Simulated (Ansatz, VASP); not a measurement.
# Two plane-wave programs on SiC

```
CELL_PARAMETERS angstrom
0.00000 2.17900 2.17900
2.17900 0.00000 2.17900
2.17900 2.17900 0.00000
ATOMIC_POSITIONS crystal
Si 0.00000 0.00000 0.00000
C 0.25000 0.25000 0.25000
```

Alike in both runs: task single point; functional r2SCAN; k mesh 6 × 6 × 6; no spin polarisation.

|  | VASP | Ansatz |
| --- | --- | --- |
| version | VASP 6.6.1 | Ansatz 0.2.0 |
| potentials or method | VASP PAW PBE potentials, release 64 (Si, C), cutoff 520 eV | plane waves, PAW |
| occupations | gaussian, width 0.01 eV | fixed |
| valence electrons in the cell | 8 | 8 |

VASP gave:

| Property | Result |
| --- | --- |
| pressure (GPa) | -0.4 |

Q: Estimate Ansatz's values.

A: Pressure (GPa): -0.2.

VASP's potentials were made for PBE, not for r2SCAN.
